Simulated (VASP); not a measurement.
# BN (Cm) in VASP: a series of runs, part 2 of 2

VASP 6.6.1. The steps go on from the part before.

**3. Single point, r2SCAN (all B atoms moved +0.025 Å, as atom 1 along Cartesian [1 -1 0])**

POSCAR reads:

```
BN
1.0
    0.0000000000      1.8130010000      1.8130010000
    1.8130010000      0.0000000000      1.8130010000
    1.8130010000      1.8130010000      0.0000000000
B N
1 1
Direct
   -0.0097505018      0.0097505018      0.0000000000
    0.7500000000      0.7500000000      0.7500000000
```

INCAR.step1 reads:

```
PREC = Accurate ; ENCUT = 520
ISMEAR = 0 ; SIGMA = 0.05
LREAL = F ; LASPH = T
NELM = 60 ; NBANDS = 11
GGA = PE ; ALGO = Normal
EDIFF = 1E-4 ; LWAVE = T
LCHARG = F
```

INCAR.step2 reads:

```
PREC = Accurate ; ENCUT = 520
EDIFF = 1E-7 ; ISMEAR = 0
SIGMA = 0.05 ; LREAL = F
LASPH = T ; NELM = 60
ALGO = Normal ; ISIF = 2
LWAVE = F ; LCHARG = F
METAGGA = R2SCAN ; LMIXTAU = T
NBANDS = 11 ; ISTART = 1
```

KPOINTS reads:

```
regular mesh
0
Gamma
  12 12 12
```

Potentials or basis: VASP PAW PBE potentials, release 64 (B, N).

Command:

```console
cat potpaw_PBE.64/B/POTCAR potpaw_PBE.64/N/POTCAR > POTCAR
cp INCAR.step1 INCAR
mpirun -np 1 vasp_std > vasp.out
cp INCAR.step2 INCAR
mpirun -np 1 vasp_std > vasp.out
```

OUTCAR:

```text
PREC = Accurate
   ENCUT = 520
   EDIFF = 1E-7
   ISMEAR = 0
   LREAL = F
   LASPH = T
   NELM = 60
   ISIF = 2
   METAGGA = R2SCAN
   ISTART = 1

 ion  position               nearest neighbor table
   1  0.990  0.010  0.000-   2 1.55   2 1.57   2 1.57   2 1.59
   2  0.750  0.750  0.750-   1 1.55   1 1.57   1 1.57   1 1.59

  LATTYP: Found a face centered cubic cell.
 ALAT       =     3.6260020000

  Lattice vectors:

 A1 = (   0.0000000000,   1.8130010000,   1.8130010000)
 A2 = (   1.8130010000,   0.0000000000,   1.8130010000)
 A3 = (   1.8130010000,   1.8130010000,   0.0000000000)

Analysis of symmetry for initial positions (statically):
=====================================================================
 Subroutine PRICEL returns:
 Original cell was already a primitive cell.

 Routine SETGRP: Setting up the symmetry group for a
 face centered cubic supercell.

 Subroutine GETGRP returns: Found  2 space group operations
 (whereof  2 operations were pure point group operations)
 out of a pool of 48 trial point group operations.

The static configuration has the point symmetry C_1h.

[... 169 lines left out ...]
      1     -14.0555      2.00000
      2       6.8945      2.00000
      3       7.1338      2.00000
      4       7.3550      2.00000
      5      16.4471      0.00000
      6      16.6065      0.00000
      7      16.7946      0.00000
      8      18.0405      0.00000
      9      33.0774      0.00000
     10      35.7612      0.00000
     11      35.7626      0.00000
[... 309 lines left out ...]
 k-point    24 :       0.0833    0.0000    0.1667
  band No.  band energies     occupation
      1     -13.4241      2.00000
      2       4.7019      2.00000
      3       5.8552      2.00000
      4       6.6361      2.00000
      5      16.2890      0.00000
      6      17.7746      0.00000
      7      18.3474      0.00000
      8      19.7590      0.00000
      9      29.2665      0.00000
     10      33.9057      0.00000
     11      34.6396      0.00000

 [... further k-points ...]

------------------------ aborting loop because EDIFF is reached ----------------------------------------

  FORCE on cell =-STRESS in cart. coord.  units (eV):
  Direction    XX          YY          ZZ          XY          YZ          ZX
  --------------------------------------------------------------------------------------
  -------------------------------------------------------------------------------------
  Total       -0.2921523     -0.2921523     -0.2895745     -0.0143657     -0.0072401      0.0072401
  in kB      -39.2731541    -39.2731541    -38.9266269     -1.9311381     -0.9732650      0.9732644
  external PRESSURE =     -39.1576450 kB  Pullay stress =       0.0000000 kB

 VOLUME and BASIS-vectors are now :
 -----------------------------------------------------------------------------
  energy-cutoff  :      520.00
  volume of cell :       11.92
      direct lattice vectors                 reciprocal lattice vectors
     0.000000000  1.813001000  1.813001000    -0.275785838  0.275785838  0.275785838
     1.813001000  0.000000000  1.813001000     0.275785838 -0.275785838  0.275785838
     1.813001000  1.813001000  0.000000000     0.275785838  0.275785838 -0.275785838

 POSITION                                       TOTAL-FORCE (eV/Angst)
 -----------------------------------------------------------------------------------
      0.01768      1.79532      1.81300        -0.418727      0.418727     -0.029288
      2.71950      2.71950      2.71950         0.418727     -0.418727      0.029288
 -----------------------------------------------------------------------------------
    total drift:                               -0.000037      0.000038     -0.000184

  FREE ENERGIE OF THE ION-ELECTRON SYSTEM (eV)
  ---------------------------------------------------
  free  energy   TOTEN  =       -19.1630369837 eV

  energy  without entropy=      -19.1630369837  energy(sigma->0) =      -19.16303698
```

OUTCAR.step1:

```text
PREC = Accurate
   ENCUT = 520
   ISMEAR = 0
   LREAL = F
   LASPH = T
[... 556 lines left out ...]
 -----------------------------------------------------------------------------------
      0.01768      1.79532      1.81300        -0.418919      0.418919     -0.029469
      2.71950      2.71950      2.71950         0.418919     -0.418919      0.029469
 -----------------------------------------------------------------------------------
    total drift:                               -0.000171      0.000172     -0.000015

  FREE ENERGIE OF THE ION-ELECTRON SYSTEM (eV)
  ---------------------------------------------------
  free  energy   TOTEN  =       -17.4436073375 eV

  energy  without entropy=      -17.4436073375  energy(sigma->0) =      -17.44360734
```

It took 93 s on 1 thread of Intel Xeon 6975P-C (Granite Rapids), shared host; peak memory 0.17 GiB.

Results:

| Item | Value |
| --- | --- |
| Free energy | -19.1630 eV |
| Pressure | -3.9 GPa |
| Largest force | 0.593 eV/Å |
| Band gap on the k mesh | 4.73 eV, indirect (least direct gap 9.09 eV) |

Forces in eV/Å, atoms in the order of the input:
```
B   -0.419  0.419 -0.029
N    0.419 -0.419  0.029
```

Caveat: the cell differs from its parent crystal (all B atoms moved +0.025 Å, as atom 1 along Cartesian [1 -1 0]); the PAW data sets were made with another functional, which shifts forces and pressure a little. A k mesh can miss the band edges.

**4. Single point, r2SCAN (all B atoms moved +0.087 Å, as atom 1 along Cartesian [1 -1 0])**

Changes to POSCAR since step 3:

```diff
@@ -8,3 +8,3 @@
 Direct
-   -0.0097505018      0.0097505018      0.0000000000
+   -0.0341267563      0.0341267563      0.0000000000
     0.7500000000      0.7500000000      0.7500000000
```

INCAR.step1 reads:

```
SYSTEM = BN
PREC = Accurate ; ENCUT = 520
ISMEAR = 0 ; SIGMA = 0.05
LREAL = .False. ; LASPH = .True.
NELM = 80 ; NBANDS = 11
GGA = PE ; ALGO = Normal
EDIFF = 1E-4 ; LWAVE = .True.
LCHARG = .False.
```

INCAR.step2 reads:

```
SYSTEM = BN
PREC = Accurate ; ENCUT = 520
EDIFF = 1E-6 ; ISMEAR = 0
SIGMA = 0.05 ; LREAL = .False.
LASPH = .True. ; NELM = 80
ALGO = Normal ; ISIF = 2
LWAVE = .False. ; LCHARG = .True.
METAGGA = R2SCAN ; LMIXTAU = .True.
LELF = .True. ; LVHAR = .True.
NBANDS = 11 ; ISTART = 1
```

KPOINTS reads:

```
regular mesh
0
Gamma
  12 12 12
  0 0 0
```

Command:

```console
cat potpaw_PBE.64/B/POTCAR potpaw_PBE.64/N/POTCAR > POTCAR
cp INCAR.step1 INCAR
mpirun -np 1 vasp_std > vasp.out
cp INCAR.step2 INCAR
mpirun -np 1 vasp_std > vasp.out
```

Run time: 93 s. Hardware: 1 thread of Intel Xeon 6975P-C (Granite Rapids), shared host; peak memory 0.17 GiB.

It converged, with:

```
Free energy            : -19.0799 eV
Pressure               : -1.9 GPa
Largest force          : 2.099 eV/Å
Band gap on the k mesh : 4.15 eV, indirect (least direct gap 8.29 eV)
```

Forces in eV/Å, atoms in the order of the input:
```
B   -1.462  1.462 -0.358
N    1.462 -1.462  0.358
```

Stress tensor (GPa, compression positive):
```
-2.06 -2.36  0.41
-2.36 -2.06 -0.41
 0.41 -0.41 -1.61
```

Levels at points of the mesh, in eV from the valence-band top:
```tsv
k point	band 2	band 3	band 4	band 5	band 6	band 7
(0.00, 0.00, 0.00)	-1.58	-0.68	0.00	8.29	8.69	9.42
(0.50, 0.00, 0.00)	-11.50	-3.30	-2.44	9.73	9.82	11.31
(0.00, 0.50, 0.00)	-11.93	-2.94	-2.20	9.69	10.56	11.69
(0.00, 0.00, 0.50)	-11.71	-3.38	-2.01	9.18	10.10	12.12
(0.50, 0.50, 0.00)	-10.02	-5.77	-5.66	4.15	8.84	18.40
(0.00, 0.50, 0.50)	-9.99	-6.04	-5.48	4.21	8.95	18.04
```

Caveat: the cell differs from its parent crystal (all B atoms moved +0.087 Å, as atom 1 along Cartesian [1 -1 0]); the PAW data sets were made with another functional, which shifts forces and pressure a little.

**5. Single point, r2SCAN (all B atoms moved +0.062 Å, as atom 1 along Cartesian [1 -1 0])**

Changes to POSCAR since step 4:

```diff
@@ -8,3 +8,3 @@
 Direct
-   -0.0341267563      0.0341267563      0.0000000000
+   -0.0243762545      0.0243762545      0.0000000000
     0.7500000000      0.7500000000      0.7500000000
```

INCAR.step1 reads:

```
SYSTEM = BN
PREC = Accurate
ENCUT = 520
ISMEAR = 0
SIGMA = 0.05
LREAL = .False.
LASPH = .True.
NELM = 80
NBANDS = 11
GGA = PE
ALGO = Normal
EDIFF = 1E-4
LWAVE = .True.
LCHARG = .False.
```

INCAR.step2 reads:

```
SYSTEM = BN
PREC = Accurate
ENCUT = 520
EDIFF = 1E-7
ISMEAR = 0
SIGMA = 0.05
LREAL = .False.
LASPH = .True.
NELM = 80
ALGO = Normal
ISIF = 2
LWAVE = .False.
LCHARG = .True.
METAGGA = R2SCAN
LMIXTAU = .True.
LELF = .True.
LVHAR = .True.
NBANDS = 11
ISTART = 1
```

KPOINTS reads:

```
Automatic mesh
0
Gamma
  12 12 12
  0 0 0
```

Command:

```console
cat potpaw_PBE.64/B/POTCAR potpaw_PBE.64/N/POTCAR > POTCAR
cp INCAR.step1 INCAR
mpirun -np 1 vasp_std > vasp.out
cp INCAR.step2 INCAR
mpirun -np 1 vasp_std > vasp.out
```

It took 1.7 min on 1 thread of Intel Xeon 6975P-C (Granite Rapids), shared host; peak memory 0.16 GiB.

It converged, with:

```
Free energy            : -19.1242 eV
Pressure               : -3.0 GPa
Largest force          : 1.490 eV/Å
Band gap on the k mesh : 4.38 eV, indirect (least direct gap 8.58 eV)
```

Forces in eV/Å, atoms in the order of the input:
```
B   -1.046  1.046 -0.183
N    1.046 -1.046  0.183
```

Stress tensor (GPa, compression positive):
```
-3.06 -1.21  0.27
-1.21 -3.06 -0.27
 0.27 -0.27 -2.83
```

Levels at points of the mesh, in eV from the valence-band top:
```tsv
k point	band 2	band 3	band 4	band 5	band 6	band 7
(0.00, 0.00, 0.00)	-1.14	-0.51	0.00	8.58	8.91	9.42
(0.50, 0.00, 0.00)	-11.38	-2.94	-2.34	10.05	10.19	11.30
(0.00, 0.50, 0.00)	-11.69	-2.70	-2.16	10.00	10.72	11.59
(0.00, 0.00, 0.50)	-11.53	-3.01	-2.03	9.70	10.35	11.88
(0.50, 0.50, 0.00)	-9.81	-5.58	-5.53	4.38	9.12	18.58
(0.00, 0.50, 0.50)	-9.80	-5.78	-5.38	4.41	9.18	18.29
```

Caveat: the cell differs from its parent crystal (all B atoms moved +0.062 Å, as atom 1 along Cartesian [1 -1 0]); the PAW data sets were made with another functional, which shifts forces and pressure a little.

**6. Single point, r2SCAN (all B atoms moved +0.037 Å, as atom 1 along Cartesian [1 -1 0])**

Changes to POSCAR since step 5:

```diff
@@ -8,3 +8,3 @@
 Direct
-   -0.0243762545      0.0243762545      0.0000000000
+   -0.0146257527      0.0146257527      0.0000000000
     0.7500000000      0.7500000000      0.7500000000
```

INCAR.step1 reads:

```
  PREC = Accurate
  ENCUT = 520
  ISMEAR = 0
  SIGMA = 0.05
  LREAL = F
  LASPH = T
  NELM = 60
  NBANDS = 11
  GGA = PE
  ALGO = Normal
  EDIFF = 1E-4
  LWAVE = T
  LCHARG = F
```

INCAR.step2 reads:

```
  PREC = Accurate
  ENCUT = 520
  EDIFF = 1E-7
  ISMEAR = 0
  SIGMA = 0.05
  LREAL = F
  LASPH = T
  NELM = 60
  ALGO = Normal
  ISIF = 2
  LWAVE = F
  LCHARG = F
  METAGGA = R2SCAN
  LMIXTAU = T
  NBANDS = 11
  ISTART = 1
```

KPOINTS reads:

```
regular mesh
0
Gamma
  12 12 12
```

Potentials or basis: VASP PAW PBE potentials, release 64 (B, N).

Command:

```console
cat potpaw_PBE.64/B/POTCAR potpaw_PBE.64/N/POTCAR > POTCAR
cp INCAR.step1 INCAR
mpirun -np 1 vasp_std > vasp.out
cp INCAR.step2 INCAR
mpirun -np 1 vasp_std > vasp.out
```

Wall time 1.9 min (1 thread of Intel Xeon 6975P-C (Granite Rapids), shared host); peak memory 0.17 GiB.

The run converged. Its results:

| Quantity | Value |
| --- | --- |
| Free energy | -19.1538 eV |
| Pressure | -3.7 GPa |
| Largest force | 0.890 eV/Å |
| Band gap on the k mesh | 4.62 eV, indirect (least direct gap 8.91 eV) |

Forces in eV/Å, atoms in the order of the input:
```
B   -0.628  0.628 -0.066
N    0.628 -0.628  0.066
```

Stress tensor (GPa, compression positive):
```
-3.72 -0.43  0.15
-0.43 -3.72 -0.15
 0.15 -0.15 -3.64
```

Levels at points of the mesh, in eV from the valence-band top:
```tsv
k point	band 1	band 2	band 3	band 4	band 5	band 6	band 7	band 8	band 9
(0.00, 0.00, 0.00)	-21.52	-0.69	-0.32	0.00	8.91	9.14	9.43	10.58	25.61
(0.50, 0.00, 0.00)	-17.26	-11.24	-2.57	-2.22	10.30	10.67	11.32	15.78	24.65
(0.00, 0.50, 0.00)	-17.28	-11.42	-2.43	-2.10	10.29	10.95	11.51	16.14	24.09
(0.00, 0.00, 0.50)	-17.27	-11.33	-2.62	-2.03	10.18	10.67	11.66	15.97	24.39
(0.50, 0.50, 0.00)	-15.87	-9.60	-5.38	-5.36	4.62	9.39	18.78	18.86	21.69
(0.00, 0.50, 0.50)	-15.86	-9.59	-5.50	-5.26	4.63	9.41	18.59	19.03	21.67
```

Caveat: the cell differs from its parent crystal (all B atoms moved +0.037 Å, as atom 1 along Cartesian [1 -1 0]); the PAW data sets were made with another functional, which shifts forces and pressure a little.

**7. Single point, r2SCAN (all B atoms moved +0.013 Å, as atom 1 along Cartesian [1 -1 0])**

Changes to POSCAR since step 6:

```diff
@@ -8,3 +8,3 @@
 Direct
-   -0.0146257527      0.0146257527      0.0000000000
+   -0.0048752509      0.0048752509      0.0000000000
     0.7500000000      0.7500000000      0.7500000000
```

INCAR.step1 reads:

```
SYSTEM = BN
PREC = Accurate
ENCUT = 520
ISMEAR = 0
SIGMA = 0.05
LREAL = .False.
LASPH = .True.
NELM = 60
NBANDS = 11
GGA = PE
ALGO = Normal
EDIFF = 1E-4
LWAVE = .True.
LCHARG = .False.
```

INCAR.step2 reads:

```
SYSTEM = BN
PREC = Accurate
ENCUT = 520
EDIFF = 1E-6
ISMEAR = 0
SIGMA = 0.05
LREAL = .False.
LASPH = .True.
NELM = 60
ALGO = Normal
ISIF = 2
LWAVE = .False.
LCHARG = .True.
METAGGA = R2SCAN
LMIXTAU = .True.
LELF = .True.
LVHAR = .True.
NBANDS = 11
ISTART = 1
```

KPOINTS reads:

```
regular mesh
0
Gamma
  12 12 12
  0 0 0
```

Command:

```console
cat potpaw_PBE.64/B/POTCAR potpaw_PBE.64/N/POTCAR > POTCAR
cp INCAR.step1 INCAR
mpirun -np 1 vasp_std > vasp.out
cp INCAR.step2 INCAR
mpirun -np 1 vasp_std > vasp.out
```

Run time: 95 s. Hardware: 1 thread of Intel Xeon 6975P-C (Granite Rapids), shared host; peak memory 0.17 GiB.

It converged, with:

```yaml
Free_energy: -19.1686 eV
Pressure: -4.0 GPa
Largest_force: 0.296 eV/Å
Band_gap_on_the_k_mesh: 4.85 eV, indirect (least direct gap 9.28 eV)
```

Forces in eV/Å, atoms in the order of the input:
```
B   -0.209  0.209 -0.007
N    0.209 -0.209  0.007
```

Levels at points of the mesh, in eV from the valence-band top:
```csv
k point,band 1,band 2,band 3,band 4,band 5,band 6,band 7,band 8,band 9
"(0.00, 0.00, 0.00)",-21.30,-0.23,-0.11,0.00,9.28,9.37,9.46,10.79,25.84
"(0.50, 0.00, 0.00)",-17.05,-11.08,-2.19,-2.07,10.54,11.16,11.37,16.13,24.71
"(0.00, 0.50, 0.00)",-17.05,-11.14,-2.15,-2.03,10.54,11.24,11.44,16.25,24.52
"(0.00, 0.00, 0.50)",-17.05,-11.11,-2.21,-2.01,10.53,11.13,11.49,16.19,24.62
"(0.50, 0.50, 0.00)",-15.64,-9.37,-5.17,-5.16,4.85,9.64,19.00,19.01,21.92
"(0.00, 0.50, 0.50)",-15.64,-9.37,-5.21,-5.12,4.85,9.64,18.93,19.07,21.91
```

Caveat: the cell differs from its parent crystal (all B atoms moved +0.013 Å, as atom 1 along Cartesian [1 -1 0]); the PAW data sets were made with another functional, which shifts forces and pressure a little. A k mesh can miss the band edges.
